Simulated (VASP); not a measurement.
# ZrB (R-3m) in VASP: relaxation of cell and atoms with r2SCAN

Aim: the relaxation of cell and atoms of ZrB with r2SCAN.

Everything below comes from runs of VASP 6.6.1. Logs are shortened: lines on timing, memory, paths and dates and some standing lists are left out, and cuts for length are marked.

**1. The cell of the first run**

The typed cell holds 6 atoms: a = 3.471 Å, b = 3.471 Å, c = 8.511 Å, α = 90.00°, β = 90.00°, γ = 120.00°.

**2. Relaxation of cell and atoms, r2SCAN**

The input, POSCAR:

```
ZrB
1.0
    3.4709066582     -0.0000003047      0.0000000000
   -1.7354530652      3.0058934926      0.0000000000
    0.0000000000      0.0000000000      8.5105802199
Zr B
3 3
Direct
    0.0000000000      0.0000000000      0.0000000000
    0.3333333333      0.6666666667      0.3333333333
    0.6666666667      0.3333333333      0.6666666667
    0.6666666667      0.3333333333      0.1666666667
    0.0000000000      0.0000000000      0.5000000000
    0.3333333333      0.6666666667      0.8333333333
```

The input, INCAR.step1:

```
SYSTEM = ZrB
PREC = Accurate ; ENCUT = 600
ISMEAR = 0 ; SIGMA = 0.1
LREAL = .FALSE. ; LASPH = .TRUE.
NELM = 80 ; GGA = PE
ALGO = Normal ; EDIFF = 1E-4
LWAVE = .TRUE. ; LCHARG = .FALSE.
```

The input, INCAR.step2:

```
SYSTEM = ZrB
PREC = Accurate ; ENCUT = 600
EDIFF = 1E-6 ; ISMEAR = 0
SIGMA = 0.1 ; LREAL = .FALSE.
LASPH = .TRUE. ; NELM = 80
ALGO = Normal ; ISIF = 3
LWAVE = .FALSE. ; LCHARG = .FALSE.
METAGGA = R2SCAN ; LMIXTAU = .TRUE.
IBRION = 2 ; NSW = 100
EDIFFG = -0.005 ; ISTART = 1
```

The input, KPOINTS:

```
Automatic mesh
0
G
  12 12 4
  0 0 0
```

Potentials or basis: VASP PAW PBE potentials, release 64 (Zr_sv, B).

Command:

```bash
$ cat potpaw_PBE.64/Zr_sv/POTCAR potpaw_PBE.64/B/POTCAR > POTCAR
$ cp INCAR.step1 INCAR
$ mpirun -np 1 vasp_std > vasp.out
$ cp INCAR.step2 INCAR
$ mpirun -np 1 vasp_std > vasp.out
```

OUTCAR:

```text
SYSTEM = ZrB
   PREC = Accurate
   ENCUT = 600
   EDIFF = 1E-6
   ISMEAR = 0
   LREAL = .FALSE.
   LASPH = .TRUE.
   NELM = 80
   ISIF = 3
   METAGGA = R2SCAN
   IBRION = 2
   NSW = 100
   EDIFFG = -0.005
   ISTART = 1

 ion  position               nearest neighbor table
   1  0.000  0.000  0.000-   4 2.46   6 2.46   4 2.46   6 2.46   4 2.46   6 2.46   2 3.47   3 3.47
                             2 3.47   3 3.47   3 3.47   2 3.47
   2  0.333  0.667  0.333-   4 2.46   4 2.46   4 2.46   5 2.46   5 2.46   5 2.46   1 3.47   1 3.47
                             1 3.47   3 3.47   3 3.47   3 3.47
   3  0.667  0.333  0.667-   6 2.46   6 2.46   6 2.46   5 2.46   5 2.46   5 2.46   1 3.47   1 3.47
                             1 3.47   2 3.47   2 3.47   2 3.47
   4  0.667  0.333  0.167-   2 2.46   2 2.46   2 2.46   1 2.46   1 2.46   1 2.46
   5  0.000  0.000  0.500-   2 2.46   3 2.46   3 2.46   2 2.46   3 2.46   2 2.46
   6  0.333  0.667  0.833-   3 2.46   3 2.46   3 2.46   1 2.46   1 2.46   1 2.46

  LATTYP: Found a hexagonal cell.
 ALAT       =     3.4709066582
 C/A-ratio  =     2.4519761140

  Lattice vectors:

 A1 = (   3.4709066582,  -0.0000003047,   0.0000000000)
 A2 = (  -1.7354530652,   3.0058934926,   0.0000000000)
 A3 = (   0.0000000000,   0.0000000000,   8.5105802199)

Analysis of symmetry for initial positions (statically):
=====================================================================
 Subroutine PRICEL returns following result:

  LATTYP: Found a trigonal (rhomboedric) cell.
 ALAT       =     3.4732558332
 COS(alpha) =     0.5006761323

  Lattice vectors:

 A1 = (   1.7354532410,  -1.0019645990,   2.8368600730)
 A2 = (   0.0000001758,   2.0039288936,   2.8368600730)
 A3 = (  -1.7354534167,  -1.0019642946,   2.8368600739)

   3 primitive cells build up your supercell.

 Routine SETGRP: Setting up the symmetry group for a
 hexagonal supercell.

 Subroutine GETGRP returns: Found 12 space group operations
 (whereof 12 operations were pure point group operations)
 out of a pool of 24 trial point group operations.

The static configuration has the point symmetry D_3d.

Analysis of symmetry for dynamics (positions and initial velocities):
=====================================================================
 Subroutine PRICEL returns following result:

  LATTYP: Found a trigonal (rhomboedric) cell.
 ALAT       =     3.4732558332
 COS(alpha) =     0.5006761323

  Lattice vectors:

 A1 = (   1.7354532410,  -1.0019645990,   2.8368600730)
 A2 = (   0.0000001758,   2.0039288936,   2.8368600730)
 A3 = (  -1.7354534167,  -1.0019642946,   2.8368600739)

   3 primitive cells build up your supercell.

 Routine SETGRP: Setting up the symmetry group for a
 hexagonal supercell.

 Subroutine GETGRP returns: Found 12 space group operations
 (whereof 12 operations were pure point group operations)
 out of a pool of 24 trial point group operations.

The dynamic configuration has the point symmetry D_3d.

 Subroutine INISYM returns: Found 12 space group operations
 (whereof 12 operations are pure point group operations),
 and found     3 'primitive' translations

----------------------------------------------------------------------------------------

                                     Primitive cell

  volume of cell :      29.5975

  direct lattice vectors                    reciprocal lattice vectors
     1.735453241 -1.001964599  2.836860073     0.288109145 -0.166339926  0.117500802
     0.000000176  2.003928894  2.836860073     0.000000029  0.332679802  0.117500802
    -1.735453417 -1.001964295  2.836860074    -0.288109174 -0.166339875  0.117500802

  length of vectors
     3.473255833  3.473255833  3.473255834     0.352820477  0.352820477  0.352820477

  position of ions in fractional coordinates (direct lattice)
     0.000000000  0.000000000  0.000000000
     0.500000000  0.500000000  0.500000000

  ion indices of the primitive-cell ions
   primitive index   ion index
                 1           1
                 2           4

----------------------------------------------------------------------------------------

 KPOINTS: Automatic mesh

Automatic generation of k-mesh.
 Grid dimensions read from file:
 generate k-points for:   12   12    4

 Generating k-lattice:

  Cartesian coordinates                     Fractional coordinates (reciprocal lattice)
     0.024009098  0.013861656  0.000000000     0.083333333 -0.000000000  0.000000000
     0.000000002  0.027723317  0.000000000    -0.000000000  0.083333333  0.000000000
     0.000000000  0.000000000  0.029375200     0.000000000  0.000000000  0.250000000

  Length of vectors
     0.027723317  0.027723317  0.029375200

  Shift w.r.t. Gamma in fractional coordinates (k-lattice)
     0.000000000  0.000000000  0.000000000

 Subroutine IBZKPT returns following result:
 ===========================================

 Found     69 irreducible k-points:

 Following reciprocal coordinates:
            Coordinates               Weight
  0.000000  0.000000  0.000000      1.000000
  0.083333 -0.000000  0.000000      6.000000
  0.166667 -0.000000  0.000000      6.000000
  0.250000 -0.000000  0.000000      6.000000
  0.333333  0.000000  0.000000      6.000000
  0.416667 -0.000000  0.000000      6.000000
[... 16 lines left out ...]
  0.166667 -0.000000  0.250000      6.000000
  0.000000  0.166667  0.250000      6.000000
 [... further k-points ...]
   k-points           NKPTS =     69   k-points in BZ     NKDIM =     69   number of bands    NBANDS=     27
   number of dos      NEDOS =    301   number of ions     NIONS =      6
   total plane-waves  NPLWV =  54880
   dimension x,y,z NGX =    28 NGY =   28 NGZ =   70
   dimension x,y,z NGXF=    56 NGYF=   56 NGZF=  140
   ions per type =               3   3
   NGX,Y,Z   is equivalent  to a cutoff of  13.41, 13.41, 13.67 a.u.
   NGXF,Y,Z  is equivalent  to a cutoff of  26.82, 26.82, 27.35 a.u.
 SYSTEM =  ZrB
   PREC   = accura    normal or accurate (medium, high low for compatibility)
   ISTART =      1    job   : 0-new  1-cont  2-samecut
   ICHARG =      0    charge: 1-file 2-atom 10-const
   ISPIN  =      1    spin polarized calculation?
   LNONCOLLINEAR =      F non collinear calculations
   LSORBIT =      F    spin-orbit coupling
   LASPH  =      T    aspherical Exc in radial PAW
   ENCUT  =  600.0 eV  44.10 Ry    6.64 a.u.   6.93  6.93 17.00*2*pi/ulx,y,z
   NELM   =     80;   NELMIN=  2; NELMDL=  0     # of ELM steps
   EDIFF  = 0.1E-05   stopping-criterion for ELM
   LREAL  =      F    real-space projection
   EDIFFG = -.5E-02   stopping-criterion for IOM
   NSW    =    100    number of steps for IOM
   IBRION =      2    ionic relax: 0-MD 1-quasi-New 2-CG
   NFREE  =      1    steps in history (QN), initial steepest desc. (CG)
   ISIF   =      3    stress and relaxation
   ISYM   =      2    0-nonsym 1-usesym 2-fastsym
   POTIM  = 0.5000    time-step for ionic-motion
   TEBEG  =    0.0;   TEEND  =   0.0 temperature during run
   PSTRESS=    0.0 pullay stress
   NELECT =      45.0000    total number of electrons
   NUPDOWN=      -1.0000    fix difference up-down
   EMIN   =  10.00;   EMAX   =-10.00  energy-range for DOS
   EFERMI =   0.00;   METHOD = LEGACY
   ISMEAR =     0;   SIGMA  =   0.10  broadening in eV -4-tet -1-fermi 0-gaus
   EFERMI_NEDOS =   21; number of points for ismear=-14 and -15
   IALGO  =     38    algorithm
   IMIX   =      4    mixing-type and parameters
     AMIX     =   0.40;   BMIX     =  1.00
     AMIX_MAG =   1.60;   BMIX_MAG =  1.00
  volume/ion in A,a.u.               =      14.80        99.87
  Fermi-wavevector in a.u.,A,eV,Ry     =   1.305230  2.466527 23.179237  1.703626
  Thomas-Fermi vector in A             =   2.436113
   LORBIT       =      0    0 simple, 1 ext, 2 COOP (PROOUT), +10 PAW based schemes
   METAGGA = R2SCAN    functional components
   LHFCALC =     F    Hartree Fock is set to
   AEXX    =    0.0000 exact exchange contribution
   IVDW    =     0    specifies the selected vdW correction
   LEPSILON=     F    determine dielectric tensor
   LRPA    =     F    only Hartree local field effects (RPA)
 conjugate gradient relaxation of ions
 non-spin polarized calculation
 Gauss-broadening in eV      SIGMA  =   0.10
  energy-cutoff  :      600.00
  volume of cell :       88.79
 maximum number of plane-waves:      2990
   NGX = 13   NGY = 13   NGZ = 33

--------------------------------------- Ionic step        1  -------------------------------------------

 number of electron      45.0000000 magnetization

 Free energy of the ion-electron system (eV)
  ---------------------------------------------------
  ext. energy  EPLUGINS =         0.00000000
  ---------------------------------------------------
  free energy    TOTEN  =       -92.95143385 eV

  energy without entropy =      -92.93438935  energy(sigma->0) =      -92.94291160

------------------------ aborting loop because EDIFF is reached ----------------------------------------

  FORCE on cell =-STRESS in cart. coord.  units (eV):
  Direction    XX          YY          ZZ          XY          YZ          ZX
  --------------------------------------------------------------------------------------
  -------------------------------------------------------------------------------------
  Total        0.1622605      0.1622605     -0.0355923      0.0000000     -0.0000000      0.0000000
  in kB        2.9278426      2.9278426     -0.6422309      0.0000000     -0.0000000      0.0000000
  external PRESSURE =       1.7378181 kB  Pullay stress =       0.0000000 kB
[... 145 lines left out ...]
  energy  without entropy=      -92.9349286208  energy(sigma->0) =      -92.94332458

--------------------------------------- Ionic step        5  -------------------------------------------

 number of electron      45.0000000 magnetization

 Free energy of the ion-electron system (eV)
  ---------------------------------------------------
  ext. energy  EPLUGINS =         0.00000000
  ---------------------------------------------------
  free energy    TOTEN  =       -92.95173566 eV

  energy without entropy =      -92.93503630  energy(sigma->0) =      -92.94338598

 E-fermi :   7.3936     XC(G=0): -12.2786

 val. band max:        7.3847780446   @ k =   0.2500   0.0833   0.2500
 cond. band min:       7.3958593146   @ k =  -0.2500  -0.4167   0.2500
 fundamental gap:      0.0110812700
 Fermi energy:         7.3936293512

 k-point     1 :       0.0000    0.0000    0.0000
  band No.  band energies     occupation
      1     -41.7551      2.00000
      2     -41.7086      2.00000
      3     -41.7086      2.00000
      4     -19.3040      2.00000
      5     -19.3040      2.00000
      6     -18.9224      2.00000
[... 709 lines left out ...]
     26      10.0644      0.00000
     27      10.4008      0.00000

 [... further k-points ...]
[... 5 lines left out ...]
  --------------------------------------------------------------------------------------
  -------------------------------------------------------------------------------------
  Total       -0.0034650     -0.0034650     -0.0129778     -0.0000000     -0.0000000      0.0000000
  in kB       -0.0624529     -0.0624529     -0.2339128     -0.0000000     -0.0000000      0.0000000
  external PRESSURE =      -0.1196062 kB  Pullay stress =       0.0000000 kB
[... 21 lines left out ...]
  FREE ENERGIE OF THE ION-ELECTRON SYSTEM (eV)
  ---------------------------------------------------
  free  energy   TOTEN  =       -92.9517356626 eV

  energy  without entropy=      -92.9350363045  energy(sigma->0) =      -92.94338598

 reached required accuracy - stopping structural energy minimisation
```

Wall time 82 min (1 thread of Oxide Virtual Turin-like, shared host); peak memory 0.33 GiB.

What came out:

| Item | Value |
| --- | --- |
| Free energy | -92.9517 eV |
| Relaxed volume | 14.82 Å³/atom |
| Relaxed cell | a = 3.476 Å, b = 3.476 Å, c = 8.493 Å, α = 90.00°, β = 90.00°, γ = 120.00° |
| Space group after relaxing (to 0.1 Å) | Fm-3m (No. 225) |
| Energy gained by relaxing | 0.1 meV/atom |
| Ionic steps | 5 |
| Pressure after relaxing | 0.0 GPa |
| Band gap on the k mesh | zero (an odd number of electrons rules out a gap without spin polarisation) |

Step by step:
```tsv
step	energy change (eV)	largest force (eV/Å)	pressure (GPa)	volume (Å³)
1	0.0000	0.0000	0.17	88.79
2	-0.0001	0.0000	-0.21	89.00
3	-0.0002	0.0000	-0.12	88.95
4	-0.0003	0.0000	-0.04	88.91
5	-0.0003	0.0000	-0.01	88.89
```

Final structure:
```yaml
crystal:
  lattice:
    - [3.47642, 0.00000, 0.00000]
    - [-1.73821, 3.01067, 0.00000]
    - [0.00000, 0.00000, 8.49304]
  atoms:
    - { symbol: Zr, position: [0.00000, 0.00000, 0.00000] }
    - { symbol: Zr, position: [0.33333, 0.66667, 0.33333] }
    - { symbol: Zr, position: [0.66667, 0.33333, 0.66667] }
    - { symbol: B, position: [0.66667, 0.33333, 0.16667] }
    - { symbol: B, position: [0.00000, 0.00000, 0.50000] }
    - { symbol: B, position: [0.33333, 0.66667, 0.83333] }
```

Caveat: the PAW data sets were made with another functional, which shifts forces and pressure a little.
